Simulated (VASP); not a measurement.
GaN: single point with revPBE+D4

Crystal: GaN.

```
Ga N
1.0
     0.00000    2.08366    2.08366
     2.08366    0.00000    2.08366
     2.08366    2.08366    0.00000
Ga N
1 1
Direct
  0.50000 0.50000 0.50000
  0.00000 0.00000 0.00000
```

This cell differs from its parent crystal: volume scaled by 0.98.

```
Program                : VASP 6.6.1
Task                   : single point
Functional             : revPBE
Dispersion             : D4
Potentials or basis    : VASP PAW PBE potentials, release 64 (Ga_d, N)
Cutoff                 : 520 eV
k mesh                 : 10 × 10 × 10
Occupations            : gaussian, width 0.05 eV
Spin                   : no spin polarisation
Dipole correction      : no
Further INCAR settings : ALGO = Normal; EDIFF = 1e-06; NBANDS = 16
```

```yaml
Pressure: 5.9 GPa
Band_gap_on_the_k_mesh: 0.96 eV, indirect (least direct gap 3.30 eV)
Dispersion_energy_per_atom: -0.885 eV
```

Levels at points of the mesh, in eV from the valence-band top:
| k point | band 7 | band 8 | band 9 | band 10 | band 11 | band 12 |
| --- | --- | --- | --- | --- | --- | --- |
| (0.00, 0.00, 0.00) | -0.53 | -0.53 | -0.53 | 2.78 | 15.00 | 15.00 |
| (0.50, 0.00, 0.00) | -8.42 | -0.14 | -0.14 | 4.93 | 9.42 | 9.42 |
| (0.50, 0.50, 0.00) | -7.42 | -3.17 | -3.17 | 0.96 | 7.90 | 12.45 |

Run time: 24 s on 1 thread of Intel(R) Xeon(R) Platinum 8488C (Sapphire Rapids), with other jobs on the host, peak memory 0.14 GiB.

Caveat: the PAW data sets were made with another functional, which shifts forces and pressure a little. A k mesh can miss the band edges.
